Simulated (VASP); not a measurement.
# Al (P6_3/mmc) in VASP: further runs

The runs below take Al through relaxation of shape and atoms at fixed volume, with LDA.

Everything below comes from runs of VASP 6.6.1. Logs are shortened: lines on timing, memory, paths and dates and some standing lists are left out, and cuts for length are marked.

## (1) The cell of the first run

Symmetry: P6_3/mmc, No. 194, hexagonal system. The conventional cell has a = 2.264 Å, b = 2.264 Å, c = 3.737 Å, α = 90.00°, β = 90.00°, γ = 120.00°. Al (site symmetry -6m2) has 12 Al at 2.26 to 2.28 Å within 3.0 Å.

## (2) Relaxation of shape and atoms at fixed volume, LDA

The input, INCAR:

```
ALGO = Normal ; EDIFF = 1E-6
EDIFFG = -0.005 ; ENCUT = 600
GGA = CA ; IBRION = 2
ISIF = 4 ; ISMEAR = -1
LASPH = True ; LCHARG = False
LREAL = False ; LWAVE = False
NELM = 60 ; NSW = 50
PREC = Accurate ; SIGMA = 0.08
```

The input, KPOINTS:

```
k-points
0
Gamma
  15 15 8
```

The input, POSCAR:

```
Al
1.0
    2.2639462621      0.0000000000      0.0000000000
   -1.1319731311      1.9606349758      0.0000000000
    0.0000000000      0.0000000000      3.7370344634
Al
2
Direct
    0.3333333333      0.6666666667      0.2500000000
    0.6666666667      0.3333333333      0.7500000000
```

Potentials or basis: VASP PAW LDA potentials, release 64 (Al).

Command:

```sh
cat potpaw_LDA.64/Al/POTCAR > POTCAR
mpirun -np 1 vasp_std > vasp.out
```

OUTCAR:

```text
EDIFF = 1E-6
   EDIFFG = -0.005
   ENCUT = 600
   GGA = CA
   IBRION = 2
   ISIF = 4
   ISMEAR = -1
   LASPH = True
   LREAL = False
   NELM = 60
   NSW = 50
   PREC = Accurate

 ion  position               nearest neighbor table
   1  0.333  0.667  0.250-   2 2.28   2 2.28   2 2.28   2 2.28   2 2.28   2 2.28   2 3.21   2 3.21
                             2 3.21   2 3.21   2 3.21   2 3.21
   2  0.667  0.333  0.750-   1 2.28   1 2.28   1 2.28   1 2.28   1 2.28   1 2.28   1 3.21   1 3.21
                             1 3.21   1 3.21   1 3.21   1 3.21

  LATTYP: Found a hexagonal cell.
 ALAT       =     2.2639462621
 C/A-ratio  =     1.6506727770

  Lattice vectors:

 A1 = (   2.2639462621,   0.0000000000,   0.0000000000)
 A2 = (  -1.1319731311,   1.9606349758,   0.0000000000)
 A3 = (   0.0000000000,   0.0000000000,   3.7370344634)

Analysis of symmetry for initial positions (statically):
=====================================================================
 Subroutine PRICEL returns:
 Original cell was already a primitive cell.

 Routine SETGRP: Setting up the symmetry group for a
 hexagonal supercell.

 Subroutine GETGRP returns: Found 24 space group operations
 (whereof 12 operations were pure point group operations)
 out of a pool of 24 trial point group operations.

The static configuration has the point symmetry D_3d.
 The point group associated with its full space group is D_6h.

Analysis of symmetry for dynamics (positions and initial velocities):
=====================================================================
 Subroutine PRICEL returns:
 Original cell was already a primitive cell.

 Routine SETGRP: Setting up the symmetry group for a
 hexagonal supercell.

 Subroutine GETGRP returns: Found 24 space group operations
 (whereof 12 operations were pure point group operations)
 out of a pool of 24 trial point group operations.

The dynamic configuration has the point symmetry D_3d.
 The point group associated with its full space group is D_6h.

 Subroutine INISYM returns: Found 24 space group operations
 (whereof 12 operations are pure point group operations),
 and found     1 'primitive' translations

----------------------------------------------------------------------------------------

                                     Primitive cell

  volume of cell :      16.5878

  direct lattice vectors                    reciprocal lattice vectors
     2.263946262  0.000000000  0.000000000     0.441706597  0.255019423  0.000000000
    -1.131973131  1.960634976  0.000000000     0.000000000  0.510038846  0.000000000
     0.000000000  0.000000000  3.737034463     0.000000000  0.000000000  0.267591859

  length of vectors
     2.263946262  2.263946262  3.737034463     0.510038846  0.510038846  0.267591859

  position of ions in fractional coordinates (direct lattice)
     0.333333333  0.666666667  0.250000000
     0.666666667  0.333333333  0.750000000

  ion indices of the primitive-cell ions
   primitive index   ion index
                 1           1
                 2           2

----------------------------------------------------------------------------------------

 KPOINTS: k-points

Automatic generation of k-mesh.
 Grid dimensions read from file:
 generate k-points for:   15   15    8

 Generating k-lattice:

  Cartesian coordinates                     Fractional coordinates (reciprocal lattice)
     0.029447106  0.017001295  0.000000000     0.066666667 -0.000000000  0.000000000
     0.000000000  0.034002590  0.000000000     0.000000000  0.066666667  0.000000000
     0.000000000  0.000000000  0.033448982     0.000000000  0.000000000  0.125000000

  Length of vectors
     0.034002590  0.034002590  0.033448982

  Shift w.r.t. Gamma in fractional coordinates (k-lattice)
     0.000000000  0.000000000  0.000000000

 Subroutine IBZKPT returns following result:
 ===========================================

 Found    135 irreducible k-points:

 Following reciprocal coordinates:
            Coordinates               Weight
  0.000000  0.000000  0.000000      1.000000
  0.066667  0.000000  0.000000      6.000000
  0.133333 -0.000000  0.000000      6.000000
  0.200000 -0.000000  0.000000      6.000000
  0.266667 -0.000000  0.000000      6.000000
  0.333333 -0.000000  0.000000      6.000000
[... 16 lines left out ...]
  0.333333  0.200000  0.000000     12.000000
  0.400000  0.200000  0.000000      6.000000
 [... further k-points ...]
   k-points           NKPTS =    135   k-points in BZ     NKDIM =    135   number of bands    NBANDS=      7
   number of dos      NEDOS =    301   number of ions     NIONS =      2
   total plane-waves  NPLWV =   9720
   dimension x,y,z NGX =    18 NGY =   18 NGZ =   30
   dimension x,y,z NGXF=    36 NGYF=   36 NGZF=   60
   ions per type =               2
   NGX,Y,Z   is equivalent  to a cutoff of  13.22, 13.22, 13.35 a.u.
   NGXF,Y,Z  is equivalent  to a cutoff of  26.44, 26.44, 26.69 a.u.
 SYSTEM =  unknown system
   PREC   = accura    normal or accurate (medium, high low for compatibility)
   ISTART =      0    job   : 0-new  1-cont  2-samecut
   ICHARG =      2    charge: 1-file 2-atom 10-const
   ISPIN  =      1    spin polarized calculation?
   LNONCOLLINEAR =      F non collinear calculations
   LSORBIT =      F    spin-orbit coupling
   LASPH  =      T    aspherical Exc in radial PAW
   ENCUT  =  600.0 eV  44.10 Ry    6.64 a.u.   4.52  4.52  7.46*2*pi/ulx,y,z
   NELM   =     60;   NELMIN=  2; NELMDL= -5     # of ELM steps
   EDIFF  = 0.1E-05   stopping-criterion for ELM
   LREAL  =      F    real-space projection
   EDIFFG = -.5E-02   stopping-criterion for IOM
   NSW    =     50    number of steps for IOM
   IBRION =      2    ionic relax: 0-MD 1-quasi-New 2-CG
   NFREE  =      1    steps in history (QN), initial steepest desc. (CG)
   ISIF   =      4    stress and relaxation
   ISYM   =      2    0-nonsym 1-usesym 2-fastsym
   POTIM  = 0.5000    time-step for ionic-motion
   TEBEG  =    0.0;   TEEND  =   0.0 temperature during run
   PSTRESS=    0.0 pullay stress
   NELECT =       6.0000    total number of electrons
   NUPDOWN=      -1.0000    fix difference up-down
   EMIN   =  10.00;   EMAX   =-10.00  energy-range for DOS
   EFERMI =   0.00;   METHOD = LEGACY
   ISMEAR =    -1;   SIGMA  =   0.08  broadening in eV -4-tet -1-fermi 0-gaus
   EFERMI_NEDOS =   21; number of points for ismear=-14 and -15
   IALGO  =     38    algorithm
   IMIX   =      4    mixing-type and parameters
     AMIX     =   0.40;   BMIX     =  1.00
     AMIX_MAG =   1.60;   BMIX_MAG =  1.00
  volume/ion in A,a.u.               =       8.29        55.97
  Fermi-wavevector in a.u.,A,eV,Ry     =   1.166439  2.204250 18.511805  1.360579
  Thomas-Fermi vector in A             =   2.302952
   LORBIT       =      0    0 simple, 1 ext, 2 COOP (PROOUT), +10 PAW based schemes
   GGA     = CA    functional components
   LHFCALC =     F    Hartree Fock is set to
   AEXX    =    0.0000 exact exchange contribution
   IVDW    =     0    specifies the selected vdW correction
   LEPSILON=     F    determine dielectric tensor
   LRPA    =     F    only Hartree local field effects (RPA)
 conjugate gradient relaxation of ions
 non-spin polarized calculation
  energy-cutoff  :      600.00
  volume of cell :       16.59
 maximum number of plane-waves:       570
 NGX is ok and might be reduce to    18
   NGX =  9   NGY =  9   NGZ = 15

--------------------------------------- Ionic step        1  -------------------------------------------

 number of electron       6.0000000 magnetization

 Free energy of the ion-electron system (eV)
  ---------------------------------------------------
  ext. energy  EPLUGINS =         0.00000000
  ---------------------------------------------------
  free energy    TOTEN  =        -2.60663853 eV

  energy without entropy =       -2.59497574  energy(sigma->0) =       -2.60080714

------------------------ aborting loop because EDIFF is reached ----------------------------------------

  FORCE on cell =-STRESS in cart. coord.  units (eV):
  Direction    XX          YY          ZZ          XY          YZ          ZX
  --------------------------------------------------------------------------------------
  -------------------------------------------------------------------------------------
  Total       22.1066779     22.1066779     20.7256875     -0.0000000     -0.0000000      0.0000000
  in kB     2135.2272456   2135.2272456   2001.8409334     -0.0000001     -0.0000000      0.0000000
  external PRESSURE =    2090.7651415 kB  Pullay stress =       0.0000000 kB
[... 57 lines left out ...]
  energy  without entropy=       -2.5975473734  energy(sigma->0) =       -2.60264823

--------------------------------------- Ionic step        3  -------------------------------------------

 number of electron       6.0000000 magnetization

 Free energy of the ion-electron system (eV)
  ---------------------------------------------------
  ext. energy  EPLUGINS =         0.00000000
  ---------------------------------------------------
  free energy    TOTEN  =        -2.61407853 eV

  energy without entropy =       -2.60248873  energy(sigma->0) =       -2.60828363

 E-fermi :  17.0079     XC(G=0): -13.1736

 val. band max:       16.9674266114   @ k =   0.3333   0.0667   0.5000
 cond. band min:      17.0342571796   @ k =   0.4000   0.1333   0.0000
 fundamental gap:      0.0668305681
 Fermi energy:        17.0078848236

 k-point     1 :       0.0000    0.0000    0.0000
  band No.  band energies     occupation
      1       0.5656      2.00000
      2       9.7454      2.00000
      3      11.7019      2.00000
      4      32.1176      0.00000
      5      32.1176      0.00000
      6      33.3846      0.00000
      7      33.9426      0.00000
[... 221 lines left out ...]
 k-point    24 :       0.4000    0.2000    0.0000
  band No.  band energies     occupation
      1       9.9736      2.00000
      2      10.7374      2.00000
      3      16.1369      1.99996
      4      18.4157      0.00000
      5      18.9131      0.00000
      6      20.8487      0.00000
      7      25.2312      0.00000

 [... further k-points ...]
[... 5 lines left out ...]
  --------------------------------------------------------------------------------------
  -------------------------------------------------------------------------------------
  Total       21.6135224     21.6135224     21.6186099     -0.0000000      0.0000000      0.0000000
  in kB     2087.5946257   2087.5946257   2088.0860124     -0.0000001      0.0000000      0.0000000
  external PRESSURE =    2087.7584213 kB  Pullay stress =       0.0000000 kB
[... 17 lines left out ...]
  FREE ENERGIE OF THE ION-ELECTRON SYSTEM (eV)
  ---------------------------------------------------
  free  energy   TOTEN  =        -2.6140785284 eV

  energy  without entropy=       -2.6024887329  energy(sigma->0) =       -2.60828363

 reached required accuracy - stopping structural energy minimisation
```

Wall time 9.1 s (1 thread of Intel Xeon 6975P-C (Granite Rapids), shared host); peak memory 0.12 GiB.

Results:

```yaml
Free_energy: -2.6141 eV
Energy_gained_by_relaxing: 3.7 meV/atom
Ionic_steps: 3
Pressure_after_relaxing: 208.8 GPa
Band_gap_on_the_k_mesh: zero (band 3 reaches 22.85 eV, above the bottom of band 4 at 12.99 eV)
```

The path:
| step | energy change (eV) | largest force (eV/Å) | pressure (GPa) | volume (Å³) |
| --- | --- | --- | --- | --- |
| 1 | 0.0000 | 0.0000 | 209.08 | 16.59 |
| 2 | -0.0011 | 0.0000 | 208.70 | 16.59 |
| 3 | -0.0074 | 0.0000 | 208.78 | 16.59 |

Final structure:
```cif
data_structure
_symmetry_space_group_name_H-M 'P 1'
_symmetry_Int_Tables_number 1
_cell_length_a 2.2769
_cell_length_b 2.2769
_cell_length_c 3.6947
_cell_angle_alpha 90.000
_cell_angle_beta 90.000
_cell_angle_gamma 120.000
_cell_volume 16.59
loop_
_atom_site_label
_atom_site_type_symbol
_atom_site_fract_x
_atom_site_fract_y
_atom_site_fract_z
_atom_site_occupancy
Al1 Al 0.33333 0.66667 0.25000 1
Al2 Al 0.66667 0.33333 0.75000 1
```

Levels at points of the mesh, in eV from the Fermi level:
| k point | band 1 | band 2 | band 3 | band 4 | band 5 | band 6 | band 7 |
| --- | --- | --- | --- | --- | --- | --- | --- |
| (0.00, 0.00, 0.00) | -16.44 | -7.26 | -5.31 | 15.11 | 15.11 | 16.38 | 16.93 |
| (0.00, 0.00, 0.50) | -13.81 | -13.81 | 5.26 | 5.26 | 16.06 | 16.06 | 16.06 |

## (3) Relaxation of shape and atoms at fixed volume, LDA

The input, INCAR:

```
SYSTEM = Al
ALGO = Normal
EDIFF = 1E-6
EDIFFG = -0.005
ENCUT = 600
IBRION = 2
ISIF = 4
ISMEAR = -1
LASPH = .True.
LCHARG = .False.
LREAL = .False.
LWAVE = .False.
NELM = 80
NSW = 50
PREC = Accurate
SIGMA = 0.08
```

The input, KPOINTS:

```
k-points
0
Gamma
  15 15 8
  0 0 0
```

POSCAR is that of step 2.

Potentials or basis: VASP PAW LDA potentials, release 64 (Al).

Command:

```sh
cat potpaw_LDA.64/Al/POTCAR > POTCAR
mpirun -np 1 vasp_std > vasp.out
```

Run time: 9.1 s. Hardware: 1 thread of Intel Xeon 6975P-C (Granite Rapids), shared host; peak memory 0.12 GiB.

It converged, with:

```
Free energy               : -2.6141 eV
Energy gained by relaxing : 3.7 meV/atom
Ionic steps               : 3
Pressure after relaxing   : 208.8 GPa
Band gap on the k mesh    : zero (band 3 reaches 22.85 eV, above the bottom of band 4 at 12.99 eV)
```

The path:
| step | energy change (eV) | largest force (eV/Å) | pressure (GPa) | volume (Å³) |
| --- | --- | --- | --- | --- |
| 1 | 0.0000 | 0.0000 | 209.08 | 16.59 |
| 2 | -0.0011 | 0.0000 | 208.70 | 16.59 |
| 3 | -0.0074 | 0.0000 | 208.78 | 16.59 |

Final structure:
```xyz
2
Lattice="2.2769 0.0000 0.0000 -1.1384 1.9718 0.0000 0.0000 0.0000 3.6947" Properties=species:S:1:pos:R:3 pbc="T T T"
Al    0.0000    1.3146    0.9237
Al    1.1384    0.6573    2.7710
```

Levels at points of the mesh, in eV from the Fermi level:
| k point | band 1 | band 2 | band 3 | band 4 | band 5 | band 6 |
| --- | --- | --- | --- | --- | --- | --- |
| (0.00, 0.00, 0.00) | -16.44 | -7.26 | -5.31 | 15.11 | 15.11 | 16.38 |
| (0.00, 0.00, 0.50) | -13.81 | -13.81 | 5.26 | 5.26 | 16.06 | 16.06 |

## (4) Relaxation of shape and atoms at fixed volume, LDA

The input, INCAR:

```
SYSTEM = Al
  PREC = Accurate
  ENCUT = 600
  EDIFF = 1E-7
  ISMEAR = -4
  SIGMA = 0.1
  LREAL = .FALSE.
  LASPH = .TRUE.
  NELM = 100
  ALGO = Normal
  ISIF = 4
  LWAVE = .FALSE.
  LCHARG = .FALSE.
  IBRION = 2
  NSW = 50
  EDIFFG = -0.005
```

The input, KPOINTS:

```
Automatic mesh
0
G
  15 15 8
  0 0 0
```

POSCAR is that of step 3.

Command:

```sh
cat potpaw_LDA.64/Al/POTCAR > POTCAR
mpirun -np 1 vasp_std > vasp.out
```

It took 11 s on 1 thread of Intel Xeon 6975P-C (Granite Rapids), shared host; peak memory 0.12 GiB.

Results (log left out):

```
Free energy               : -2.4637 eV
Energy gained by relaxing : 3.5 meV/atom
Ionic steps               : 3
Pressure after relaxing   : 209.0 GPa
Band gap on the k mesh    : zero (band 3 reaches 22.83 eV, above the bottom of band 4 at 13.00 eV)
```

Step by step:
```
step  energy change (eV)  largest force (eV/Å)  pressure (GPa)  volume (Å³)
   1              0.0000                0.0000          209.29        16.59
   2              0.0015                0.0000          208.95        16.59
   3             -0.0071                0.0000          209.01        16.59
```

Final structure:
```xyz
2
Lattice="2.2757 0.0000 0.0000 -1.1379 1.9708 0.0000 0.0000 0.0000 3.6984" Properties=species:S:1:pos:R:3 pbc="T T T"
Al    0.0000    1.3139    0.9246
Al    1.1379    0.6569    2.7738
```

Levels at points of the mesh, in eV from the Fermi level:
```tsv
k point	band 1	band 2	band 3	band 4	band 5	band 6	band 7
(0.00, 0.00, 0.00)	-16.40	-7.24	-5.29	15.18	15.18	16.39	17.01
(0.00, 0.00, 0.50)	-13.77	-13.77	5.26	5.26	16.13	16.13	16.13
```

## (5) Relaxation of shape and atoms at fixed volume, LDA

This run uses another cell than the first one, of 9.57 Å³/atom, 1.154 times its volume.

The input, INCAR:

```
SYSTEM = Al
PREC     = Accurate       ! precision mode
ENCUT    = 600            ! plane-wave cutoff, eV
EDIFF    = 1E-6           ! SCF threshold, eV
ISMEAR   = -1             ! smearing method
SIGMA    = 0.08           ! smearing width, eV
LREAL    = .FALSE.        ! projectors in reciprocal space
LASPH    = .TRUE.         ! aspherical terms in the spheres
NELM     = 100            ! most SCF steps
ALGO     = Normal         ! electronic algorithm
ISIF     = 4              ! what is computed and relaxed
LWAVE    = .FALSE.        ! write WAVECAR
LCHARG   = .FALSE.        ! write CHGCAR
GGA      = CA             ! functional
IBRION   = 2              ! ionic algorithm
NSW      = 50             ! ionic steps
EDIFFG   = -0.005         ! ionic threshold
```

KPOINTS is that of step 4.

The input, POSCAR:

```
Al
1.0
    2.3745541783      0.0000000000      0.0000000000
   -1.1872770892      2.0564242410      0.0000000000
    0.0000000000      0.0000000000      3.9196119396
Al
2
Direct
    0.3333333333      0.6666666667      0.2500000000
    0.6666666667      0.3333333333      0.7500000000
```

Command:

```sh
cat potpaw_LDA.64/Al/POTCAR > POTCAR
mpirun -np 1 vasp_std > vasp.out
```

Run time: 9.6 s. Hardware: 1 thread of Intel Xeon 6975P-C (Granite Rapids), shared host; peak memory 0.13 GiB.

Results (log left out):

```
Free energy               : -5.1878 eV
Energy gained by relaxing : 1.9 meV/atom
Ionic steps               : 3
Pressure after relaxing   : 122.3 GPa
Band gap on the k mesh    : zero (band 3 reaches 20.18 eV, above the bottom of band 4 at 10.89 eV)
```

Step by step:
| step | energy change (eV) | largest force (eV/Å) | pressure (GPa) | volume (Å³) |
| --- | --- | --- | --- | --- |
| 1 | 0.0000 | 0.0000 | 122.44 | 19.14 |
| 2 | -0.0024 | 0.0000 | 122.19 | 19.14 |
| 3 | -0.0038 | 0.0000 | 122.26 | 19.14 |

Final structure:
```yaml
crystal:
  lattice:
    - [2.38494, 0.00000, 0.00000]
    - [-1.19247, 2.06542, 0.00000]
    - [0.00000, 0.00000, 3.88555]
  atoms:
    - { symbol: Al, position: [0.33333, 0.66667, 0.25000] }
    - { symbol: Al, position: [0.66667, 0.33333, 0.75000] }
```

Levels at points of the mesh, in eV from the Fermi level:
```csv
k point,band 1,band 2,band 3,band 4,band 5,band 6,band 7
"(0.00, 0.00, 0.00)",-15.30,-6.80,-5.19,14.16,14.16,15.27,15.47
"(0.00, 0.00, 0.50)",-12.90,-12.90,4.72,4.72,15.09,15.09,15.09
```

## (6) Overview

| cell | smearing | gap on the mesh (eV) | pressure (GPa) |
| --- | --- | --- | --- |
| relaxed from a = 2.264, b = 2.264, c = 3.737 Å, angles 90.0, 90.0, 120.0°, 2 atoms | fermi-dirac 0.08 eV | none | 208.8 |
| relaxed from a = 2.264, b = 2.264, c = 3.737 Å, angles 90.0, 90.0, 120.0°, 2 atoms | tetrahedron | none | 209.0 |
| relaxed from a = 2.375, b = 2.375, c = 3.920 Å, angles 90.0, 90.0, 120.0°, 2 atoms | fermi-dirac 0.08 eV | none | 122.3 |

Alike in all rows: task relaxation of shape and atoms at fixed volume; level LDA; potentials or basis VASP PAW LDA potentials, release 64 (Al); no spin polarisation; k mesh 15 × 15 × 8; cutoff (eV) 600.

Total energies depend on the potentials used, so only differences within one code and one set of settings carry meaning.
